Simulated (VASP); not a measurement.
## Sr: single point with r2SCAN

Crystal: Sr.

```xyz
1
Lattice="-1.2831 2.5663 2.5663 2.5663 -1.2831 2.5663 2.5663 2.5663 -1.2831" Properties=species:S:1:pos:R:3 pbc="T T T"
Sr    0.0000    0.0000    0.0000
```

This isn't the form of Sr at room conditions, which is fcc.

This cell differs from its parent crystal: ratio of the length along [111] to the lengths across it x 2.0, volume and fractional coordinates fixed.

```
Program             : VASP 6.6.1
Task                : single point
Functional          : r2SCAN
Potentials or basis : VASP PAW PBE potentials, release 64 (Sr_sv)
Cutoff              : 520 eV
k mesh              : 16 × 16 × 16
Occupations         : gaussian, width 0.15 eV
Spin                : no spin polarisation
```

```
Pressure               : -0.2 GPa
Band gap on the k mesh : zero (bands 5 and 6 overlap by 0.98 eV)
```

Levels at points of the mesh, in eV from the Fermi level:
| k point | band 1 | band 2 | band 3 | band 4 | band 5 | band 6 | band 7 | band 8 | band 9 | band 10 |
| --- | --- | --- | --- | --- | --- | --- | --- | --- | --- | --- |
| (0.00, 0.00, 0.00) | -38.32 | -19.55 | -19.55 | -19.55 | -3.56 | 0.96 | 0.96 | 5.31 | 5.31 | 5.31 |
| (0.50, 0.00, 0.00) | -38.30 | -19.83 | -19.53 | -19.53 | -1.10 | -0.33 | 1.59 | 3.38 | 3.38 | 5.50 |
| (0.50, 0.50, 0.00) | -38.29 | -19.79 | -19.79 | -19.50 | -0.52 | 1.06 | 2.40 | 2.40 | 3.85 | 3.85 |
| (0.50, 0.50, 0.50) | -38.27 | -19.76 | -19.76 | -19.76 | 0.62 | 0.62 | 0.62 | 4.71 | 5.61 | 5.61 |

It took 2.8 min on 1 thread of Intel(R) Xeon(R) 6975P-C (Granite Rapids), on a shared host, peak memory 0.24 GiB.

Caveat: the PAW data sets were made with another functional, which shifts forces and pressure a little.
